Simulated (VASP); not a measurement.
# TiC: single point with r2SCAN

The system is TiC.

```
Ti C
1.0
     0.00000    2.15118    2.15118
     2.15118    0.00000    2.15118
     2.15118    2.15118    0.00000
Ti C
1 1
Direct
  0.00000 0.00000 0.00000
  0.50000 0.50000 0.50000
```

* Program: VASP 6.6.1
* Task: single point
* Functional: r2SCAN
* Potentials or basis: VASP PAW PBE potentials, release 64 (Ti_sv, C)
* Cutoff: 520 eV
* k mesh: 11 × 11 × 11
* Occupations: fermi-dirac, width 0.05 eV
* Spin: no spin polarisation
* Dipole correction: no
* Further INCAR settings: ALGO = Normal; EDIFF = 1e-06; NBANDS = 15

```yaml
Pressure: 5.8 GPa
Band_gap_on_the_k_mesh: zero (band 8 reaches 10.60 eV, above the bottom of band 9 at 9.26 eV)
```

Levels at points of the mesh, in eV from the Fermi level:
| k point | band 6 | band 7 | band 8 | band 9 | band 10 | band 11 |
| --- | --- | --- | --- | --- | --- | --- |
| (0.00, 0.00, 0.00) | 0.80 | 0.80 | 0.80 | 1.61 | 1.61 | 1.61 |

Wall time 38 s on 1 thread of Intel(R) Xeon(R) Platinum 8488C (Sapphire Rapids), on a shared host, peak memory 0.15 GiB.

Caveat: the PAW data sets were made with another functional, which shifts forces and pressure a little.
